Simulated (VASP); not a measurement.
A run of VASP 6.6.1:

The input INCAR:

```
ALGO = Normal ; EDIFF = 1E-7
ENCUT = 520 ; ISIF = 2
ISMEAR = -1 ; ISPIN = 2
LASPH = T ; LCHARG = T
LELF = T ; LMAXMIX = 4
LORBIT = 11 ; LREAL = F
LVHAR = T ; LWAVE = F
MAGMOM = 1 ; NBANDS = 15
NELM = 150 ; PREC = Accurate
SIGMA = 0.08
```

Contents of KPOINTS:

```
k-points
0
Gamma
  18 18 18
```

POSCAR

```
Ni
1.0
    0.0000000000      1.5896139720      1.5896139720
    1.5896139720      0.0000000000      1.5896139720
    1.5896139720      1.5896139720      0.0000000000
Ni
1
Direct
    0.0000000000      0.0000000000      0.0000000000
```

Potentials or basis: VASP PAW LDA potentials, release 64 (Ni).

Command:

```bash
$ cat potpaw_LDA.64/Ni/POTCAR > POTCAR
$ mpirun -np 1 vasp_std > vasp.out
```

Hardware: 1 thread of AMD EPYC 9R45 96-Core Processor (Zen 5) (shared host).

How long does it take, and how much memory?

Run time: 28 s on 1 thread of AMD EPYC 9R45 96-Core Processor (Zen 5) (shared host), peak memory 0.12 GiB. Counts: scf iterations 14, k points 195.
